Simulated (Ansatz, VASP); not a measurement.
Two plane-wave programs on Al32H

```
Al H
1.0
     8.10000    0.00000    0.00000
     0.00000    8.10000    0.00000
     0.00000    0.00000    8.10000
Al H
32 1
Direct
  0.49960 0.99938 0.99938
  0.75078 0.25057 0.99940
  0.75078 0.99939 0.25057
  0.99968 0.00275 0.00275
  0.25064 0.24717 0.00280
  0.50297 0.49950 0.00279
  0.74739 0.75046 0.00276
  0.25064 0.00280 0.24717
  0.49960 0.25059 0.25059
  0.74738 0.49951 0.24721
  0.50297 0.00279 0.49950
  0.74738 0.24721 0.49951
  0.74739 0.00276 0.75046
  0.00083 0.50063 0.99870
  0.24953 0.74934 0.99869
  0.99968 0.24722 0.24722
  0.24953 0.50063 0.25128
  0.50297 0.75048 0.24719
  0.00083 0.99869 0.50063
  0.24953 0.25128 0.50063
  0.49889 0.50065 0.50065
  0.75148 0.74936 0.50061
  0.24953 0.99869 0.74934
  0.50297 0.24719 0.75048
  0.75148 0.50061 0.74936
  0.00083 0.74933 0.25128
  0.99086 0.49070 0.49070
  0.25951 0.75937 0.49061
  0.00083 0.25128 0.74934
  0.25951 0.49060 0.75937
  0.49889 0.74932 0.74932
  0.99087 0.75926 0.75926
  0.12540 0.62497 0.62497
```

Alike in both runs: functional PBE; dispersion D3(BJ); k mesh 2 × 2 × 2; occupations gaussian, width 0.1 eV; no spin polarisation.

Ansatz relaxed the structure, and its values are those at the end. VASP's run is a single point on that final structure, the one shown.

|  | VASP | Ansatz |
| --- | --- | --- |
| version | VASP 6.6.1 | Ansatz 0.2.0 |
| potentials or method | VASP PAW PBE potentials, release 64 (Al, H), cutoff 520 eV | scalar-relativistic, plane waves, PAW |
| valence electrons in the cell | 97 | 97 |

|  | VASP | Ansatz | Ansatz less VASP |
| --- | --- | --- | --- |
| rms of the force components (eV/Å) | 0.006 | 0.003 | -0.0025 |

The k mesh is coarse, so the values compare programs but aren't converged.
